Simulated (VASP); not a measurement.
# MgF2 (P4_2/mnm) in VASP: a series of runs

The runs below take MgF2 through single point, relaxation of cell and atoms, with PBE.

Program: VASP 6.6.1. These are calculated values, not measurements. Logs are shortened: lines on timing, memory, paths and dates and some standing lists are left out, and cuts for length are marked.

## Step 1: The cell of the first run

Symmetry: P4_2/mnm, No. 136, tetragonal system. Conventional cell: a = 4.698 Å, b = 4.698 Å, c = 3.093 Å, α = 90.00°, β = 90.00°, γ = 90.00°. Within 2.7 Å of Mg (site symmetry mmm) lie 6 F at 2.02 Å. Within 2.7 Å of F (site symmetry m2m) lie 3 Mg at 2.02 Å and 1 F at 2.61 Å.

## Step 2: Single point, PBE

Contents of INCAR:

```
  PREC = Accurate
  ENCUT = 520
  EDIFF = 1E-6
  ISMEAR = 0
  SIGMA = 0.02
  LREAL = False
  LASPH = True
  NELM = 100
  ALGO = Normal
  ISIF = 2
  LWAVE = False
  LCHARG = True
  GGA = PE
  LELF = True
  LVHAR = True
  NBANDS = 25
```

Contents of KPOINTS:

```
Automatic mesh
0
Gamma
  6 6 8
```

Contents of POSCAR:

```
MgF2
1.0
    4.6975810725      0.0000000000      0.0000000000
    0.0000000000      4.6975810725      0.0000000000
    0.0000000000      0.0000000000      3.0929918762
Mg F
2 4
Direct
    0.5000000000      0.5000000000      0.5000000000
    0.0000000000      0.0000000000      0.0000000000
    0.6964323159      0.6964323159      0.0000000000
    0.8035676841      0.1964323159      0.5000000000
    0.3035676841      0.3035676841      0.0000000000
    0.1964323159      0.8035676841      0.5000000000
```

Potentials or basis: VASP PAW PBE potentials, release 64 (Mg, F).

Command:

```sh
$ cat potpaw_PBE.64/Mg/POTCAR potpaw_PBE.64/F/POTCAR > POTCAR
$ mpirun -np 1 vasp_std > vasp.out
```

OUTCAR:

```text
PREC = Accurate
   ENCUT = 520
   EDIFF = 1E-6
   ISMEAR = 0
   LREAL = False
   LASPH = True
   NELM = 100
   ISIF = 2
   GGA = PE

 ion  position               nearest neighbor table
   1  0.500  0.500  0.500-   4 2.02   6 2.02   5 2.02   3 2.02   3 2.02   5 2.02
   2  0.000  0.000  0.000-   3 2.02   5 2.02   4 2.02   6 2.02   4 2.02   6 2.02
   3  0.696  0.696  0.000-   2 2.02   1 2.02   1 2.02
   4  0.804  0.196  0.500-   1 2.02   2 2.02   2 2.02
   5  0.304  0.304  0.000-   2 2.02   1 2.02   1 2.02
   6  0.196  0.804  0.500-   1 2.02   2 2.02   2 2.02

  LATTYP: Found a simple tetragonal cell.
 ALAT       =     4.6975810725
 C/A-ratio  =     0.6584222451

  Lattice vectors:

 A1 = (   4.6975810725,   0.0000000000,   0.0000000000)
 A2 = (   0.0000000000,   4.6975810725,   0.0000000000)
 A3 = (   0.0000000000,   0.0000000000,   3.0929918762)

Analysis of symmetry for initial positions (statically):
=====================================================================
 Subroutine PRICEL returns:
 Original cell was already a primitive cell.

 Routine SETGRP: Setting up the symmetry group for a
 simple tetragonal supercell.

 Subroutine GETGRP returns: Found 16 space group operations
 (whereof  8 operations were pure point group operations)
 out of a pool of 16 trial point group operations.

The static configuration has the point symmetry D_2h.
 The point group associated with its full space group is D_4h.

Analysis of symmetry for dynamics (positions and initial velocities):
=====================================================================
 Subroutine PRICEL returns:
 Original cell was already a primitive cell.

 Routine SETGRP: Setting up the symmetry group for a
 simple tetragonal supercell.

 Subroutine GETGRP returns: Found 16 space group operations
 (whereof  8 operations were pure point group operations)
 out of a pool of 16 trial point group operations.

The dynamic configuration has the point symmetry D_2h.
 The point group associated with its full space group is D_4h.

 Subroutine INISYM returns: Found 16 space group operations
 (whereof  8 operations are pure point group operations),
 and found     1 'primitive' translations

----------------------------------------------------------------------------------------

                                     Primitive cell

  volume of cell :      68.2539

  direct lattice vectors                    reciprocal lattice vectors
     4.697581073  0.000000000  0.000000000     0.212875517  0.000000000  0.000000000
     0.000000000  4.697581073  0.000000000     0.000000000  0.212875517  0.000000000
     0.000000000  0.000000000  3.092991876     0.000000000  0.000000000  0.323311551

  length of vectors
     4.697581073  4.697581073  3.092991876     0.212875517  0.212875517  0.323311551

  position of ions in fractional coordinates (direct lattice)
     0.500000000  0.500000000  0.500000000
     0.000000000  0.000000000  0.000000000
     0.696432316  0.696432316  0.000000000
     0.803567684  0.196432316  0.500000000
     0.303567684  0.303567684  0.000000000
     0.196432316  0.803567684  0.500000000

  ion indices of the primitive-cell ions
   primitive index   ion index
                 1           1
                 2           2
                 3           3
                 4           4
                 5           5
                 6           6

----------------------------------------------------------------------------------------

 KPOINTS: Automatic mesh

Automatic generation of k-mesh.
 Grid dimensions read from file:
 generate k-points for:    6    6    8

 Generating k-lattice:

  Cartesian coordinates                     Fractional coordinates (reciprocal lattice)
     0.035479253  0.000000000  0.000000000     0.166666667  0.000000000  0.000000000
     0.000000000  0.035479253  0.000000000     0.000000000  0.166666667  0.000000000
     0.000000000  0.000000000  0.040413944     0.000000000  0.000000000  0.125000000

  Length of vectors
     0.035479253  0.035479253  0.040413944

  Shift w.r.t. Gamma in fractional coordinates (k-lattice)
     0.000000000  0.000000000  0.000000000

 Subroutine IBZKPT returns following result:
 ===========================================

 Found     50 irreducible k-points:

 Following reciprocal coordinates:
            Coordinates               Weight
  0.000000  0.000000  0.000000      1.000000
  0.166667  0.000000  0.000000      4.000000
  0.333333  0.000000  0.000000      4.000000
  0.500000  0.000000  0.000000      2.000000
  0.166667  0.166667  0.000000      4.000000
  0.333333  0.166667  0.000000      8.000000
[... 16 lines left out ...]
  0.333333  0.000000  0.250000      8.000000
  0.500000  0.000000  0.250000      4.000000
 [... further k-points ...]
   k-points           NKPTS =     50   k-points in BZ     NKDIM =     50   number of bands    NBANDS=     25
   number of dos      NEDOS =    301   number of ions     NIONS =      6
   total plane-waves  NPLWV =  31104
   dimension x,y,z NGX =    36 NGY =   36 NGZ =   24
   dimension x,y,z NGXF=    72 NGYF=   72 NGZF=   48
   ions per type =               2   4
   NGX,Y,Z   is equivalent  to a cutoff of  12.74, 12.74, 12.90 a.u.
   NGXF,Y,Z  is equivalent  to a cutoff of  25.48, 25.48, 25.80 a.u.
 SYSTEM =  unknown system
   PREC   = accura    normal or accurate (medium, high low for compatibility)
   ISTART =      0    job   : 0-new  1-cont  2-samecut
   ICHARG =      2    charge: 1-file 2-atom 10-const
   ISPIN  =      1    spin polarized calculation?
   LNONCOLLINEAR =      F non collinear calculations
   LSORBIT =      F    spin-orbit coupling
   LASPH  =      T    aspherical Exc in radial PAW
   ENCUT  =  520.0 eV  38.22 Ry    6.18 a.u.   8.73  8.73  5.75*2*pi/ulx,y,z
   NELM   =    100;   NELMIN=  2; NELMDL= -5     # of ELM steps
   EDIFF  = 0.1E-05   stopping-criterion for ELM
   LREAL  =      F    real-space projection
   EDIFFG = 0.1E-04   stopping-criterion for IOM
   NSW    =      0    number of steps for IOM
   IBRION =     -1    ionic relax: 0-MD 1-quasi-New 2-CG
   NFREE  =      0    steps in history (QN), initial steepest desc. (CG)
   ISIF   =      2    stress and relaxation
   ISYM   =      2    0-nonsym 1-usesym 2-fastsym
   POTIM  = 0.5000    time-step for ionic-motion
   TEBEG  =    0.0;   TEEND  =   0.0 temperature during run
   PSTRESS=    0.0 pullay stress
   NELECT =      32.0000    total number of electrons
   NUPDOWN=      -1.0000    fix difference up-down
   EMIN   =  10.00;   EMAX   =-10.00  energy-range for DOS
   EFERMI =   0.00;   METHOD = LEGACY
   ISMEAR =     0;   SIGMA  =   0.02  broadening in eV -4-tet -1-fermi 0-gaus
   EFERMI_NEDOS =   21; number of points for ismear=-14 and -15
   IALGO  =     38    algorithm
   IMIX   =      4    mixing-type and parameters
     AMIX     =   0.40;   BMIX     =  1.00
     AMIX_MAG =   1.60;   BMIX_MAG =  1.00
  volume/ion in A,a.u.               =      11.38        76.77
  Fermi-wavevector in a.u.,A,eV,Ry     =   1.271791  2.403336 22.006771  1.617452
  Thomas-Fermi vector in A             =   2.404705
   LORBIT       =      0    0 simple, 1 ext, 2 COOP (PROOUT), +10 PAW based schemes
   GGA     = PE    functional components
   LHFCALC =     F    Hartree Fock is set to
   AEXX    =    0.0000 exact exchange contribution
   IVDW    =     0    specifies the selected vdW correction
   LEPSILON=     F    determine dielectric tensor
   LRPA    =     F    only Hartree local field effects (RPA)
 non-spin polarized calculation
 Gauss-broadening in eV      SIGMA  =   0.02
  energy-cutoff  :      520.00
  volume of cell :       68.25
 maximum number of plane-waves:      1875
 NGX is ok and might be reduce to    36
   NGX = 17   NGY = 17   NGZ = 11

 number of electron      32.0000007 magnetization

 Free energy of the ion-electron system (eV)
  ---------------------------------------------------
  ext. energy  EPLUGINS =         0.00000000
  ---------------------------------------------------
  free energy    TOTEN  =       -31.54298564 eV

  energy without entropy =      -31.54298564  energy(sigma->0) =      -31.54298564

 E-fermi :  -1.3934     XC(G=0):  -9.5168

 val. band max:       -1.4756440021   @ k =   0.0000   0.0000   0.0000
 cond. band min:       5.3187767046   @ k =   0.0000   0.0000   0.0000
 fundamental gap:      6.7944207067
 Fermi energy:        -1.3933647647

 k-point     1 :       0.0000    0.0000    0.0000
  band No.  band energies     occupation
      1     -22.0634      2.00000
      2     -21.3395      2.00000
      3     -21.3395      2.00000
      4     -21.2605      2.00000
      5      -5.3854      2.00000
      6      -3.7954      2.00000
[... 17 lines left out ...]
     24      16.4524      0.00000
     25      16.4524      0.00000

 k-point     2 :       0.1667    0.0000    0.0000
  band No.  band energies     occupation
      1     -22.0229      2.00000
      2     -21.4193      2.00000
      3     -21.3283      2.00000
      4     -21.2373      2.00000
      5      -5.2875      2.00000
      6      -3.8094      2.00000
[... 17 lines left out ...]
     24      16.2105      0.00000
     25      16.6068      0.00000

 k-point     3 :       0.3333    0.0000    0.0000
  band No.  band energies     occupation
      1     -21.9102      2.00000
      2     -21.5725      2.00000
      3     -21.2986      2.00000
      4     -21.2361      2.00000
      5      -5.0254      2.00000
      6      -4.2473      2.00000
[... 552 lines left out ...]
 k-point    23 :       0.3333    0.0000    0.2500
  band No.  band energies     occupation
      1     -21.7594      2.00000
      2     -21.4983      2.00000
      3     -21.2837      2.00000
      4     -21.2575      2.00000
      5      -4.7496      2.00000
      6      -4.1258      2.00000
[... 17 lines left out ...]
     24      14.8533      0.00000
     25      15.2630      0.00000

 k-point    24 :       0.5000    0.0000    0.2500
  band No.  band energies     occupation
      1     -21.6332      2.00000
      2     -21.6332      2.00000
      3     -21.2672      2.00000
      4     -21.2672      2.00000
      5      -4.4487      2.00000
      6      -4.4487      2.00000
[... 17 lines left out ...]
     24      14.2439      0.00000
     25      15.9106      0.00000

 [... further k-points ...]

------------------------ aborting loop because EDIFF is reached ----------------------------------------

  FORCE on cell =-STRESS in cart. coord.  units (eV):
  Direction    XX          YY          ZZ          XY          YZ          ZX
  --------------------------------------------------------------------------------------
  -------------------------------------------------------------------------------------
  Total       -0.3265075     -0.3265075     -0.3698920      0.0000000      0.0000000      0.0000000
  in kB       -7.6643687     -7.6643687     -8.6827685      0.0000000      0.0000000      0.0000000
  external PRESSURE =      -8.0038353 kB  Pullay stress =       0.0000000 kB

 VOLUME and BASIS-vectors are now :
 -----------------------------------------------------------------------------
  energy-cutoff  :      520.00
  volume of cell :       68.25
      direct lattice vectors                 reciprocal lattice vectors
     4.697581073  0.000000000  0.000000000     0.212875517  0.000000000  0.000000000
     0.000000000  4.697581073  0.000000000     0.000000000  0.212875517  0.000000000
     0.000000000  0.000000000  3.092991876     0.000000000  0.000000000  0.323311551

 POSITION                                       TOTAL-FORCE (eV/Angst)
 -----------------------------------------------------------------------------------
      2.34879      2.34879      1.54650         0.000000     -0.000000      0.000000
      0.00000      0.00000      0.00000         0.000000     -0.000000      0.000000
      3.27155      3.27155      0.00000        -0.000910     -0.000910      0.000000
      3.77482      0.92276      1.54650         0.000910     -0.000910      0.000000
      1.42603      1.42603      0.00000         0.000910      0.000910     -0.000000
      0.92276      3.77482      1.54650        -0.000910      0.000910      0.000000
 -----------------------------------------------------------------------------------
    total drift:                                0.000000      0.000000      0.000000

  FREE ENERGIE OF THE ION-ELECTRON SYSTEM (eV)
  ---------------------------------------------------
  free  energy   TOTEN  =       -31.5429856351 eV

  energy  without entropy=      -31.5429856351  energy(sigma->0) =      -31.54298564
```

Run time: 31 s. Hardware: 1 thread of Intel Xeon Platinum 8488C (Sapphire Rapids), shared host; peak memory 0.21 GiB.

Results:

| Property | Result |
| --- | --- |
| Free energy | -31.5430 eV |
| Pressure | -0.8 GPa |
| Band gap on the k mesh | 6.79 eV, direct |

A k mesh can miss the band edges. A hybrid or GW would open this gap; PBE tends to underestimate it.

## Step 3: Single point, PBE

Contents of INCAR:

```
  PREC = Accurate
  ENCUT = 520
  EDIFF = 1E-6
  ISMEAR = 0
  SIGMA = 0.02
  LREAL = F
  LASPH = T
  NELM = 100
  ALGO = Normal
  ISIF = 2
  LWAVE = F
  LCHARG = T
  GGA = PE
  LELF = T
  LVHAR = T
  NBANDS = 25
```

Contents of KPOINTS:

```
regular mesh
0
Gamma
  6 6 8
```

POSCAR is that of step 2.

Potentials or basis: VASP PAW PBE potentials, release 64 (Mg, F).

Command:

```sh
$ cat potpaw_PBE.64/Mg/POTCAR potpaw_PBE.64/F/POTCAR > POTCAR
$ mpirun -np 1 vasp_std > vasp.out
```

It took 36 s on 1 thread of Intel Xeon Platinum 8488C (Sapphire Rapids), shared host; peak memory 0.21 GiB.

The run converged. Its results:

```
Free energy            : -31.5430 eV
Pressure               : -0.8 GPa
Band gap on the k mesh : 6.79 eV, direct
```

Stress tensor (GPa, compression positive):
```
-0.77  0.00  0.00
 0.00 -0.77  0.00
 0.00  0.00 -0.87
```

Levels at points of the mesh, in eV from the valence-band top:
```
           k point  band 13  band 14  band 15  band 16  band 17  band 18  band 19  band 20
(0.00, 0.00, 0.00)    -0.72    -0.31    -0.31     0.00     6.79    11.95    11.95    13.42
(0.50, 0.00, 0.00)    -0.95    -0.95    -0.36    -0.36     9.15     9.15    13.18    13.18
(0.50, 0.50, 0.00)    -0.91    -0.91    -0.72    -0.72    10.74    10.74    10.99    10.99
(0.00, 0.00, 0.50)    -1.06    -1.06    -0.80    -0.80    11.47    11.47    14.66    14.66
(0.50, 0.00, 0.50)    -0.70    -0.70    -0.62    -0.62    12.41    12.41    13.01    13.01
(0.50, 0.50, 0.50)    -0.57    -0.57    -0.47    -0.47    12.81    12.81    13.07    13.07
```

A k mesh can miss the band edges. PBE gaps usually lie below the measured ones, often by a third to a half.

(Continued in part 2 of 2.)
